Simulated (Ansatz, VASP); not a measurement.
## One calculation of Fe, two programs

```xyz
2
Lattice="3.4980 1.7490 1.7490 1.7490 3.4980 1.7490 1.7490 1.7490 3.4980" Properties=species:S:1:pos:R:3 pbc="T T T"
Fe    0.0000    0.0000    0.0000
Fe    3.4980    3.4980    3.4980
```

Alike in both runs: task single point; functional PBE; k mesh 12 × 12 × 12; occupations gaussian, width 0.1 eV; collinear spin.

|  | VASP | Ansatz |
| --- | --- | --- |
| version | VASP 6.6.1 | Ansatz 0.2.0 |
| potentials or method | VASP PAW PBE potentials, release 64 (Fe), cutoff 520 eV | PAW, plane waves, scalar-relativistic |
| valence electrons in the cell | 16 | 32 |

VASP gave:

| Property | Result |
| --- | --- |
| pressure (GPa) | -11.5 |
| traceless stress, the component that is largest in VASP (GPa) | 0.06 |
| net moment per atom (μB) | 0.00 |

**Question.** What did Ansatz give for the same quantities?

**Answer.** Pressure (GPa): -11.1; traceless stress, the component that is largest in VASP (GPa): 0.08; net moment per atom (μB): 0.00.

VASP's potentials hold 16 valence electrons a cell and Ansatz's 32, so a difference there can come from the potentials and not from the codes. Ansatz's warnings: negative readings unjudged, no starting moments, stability check not made.
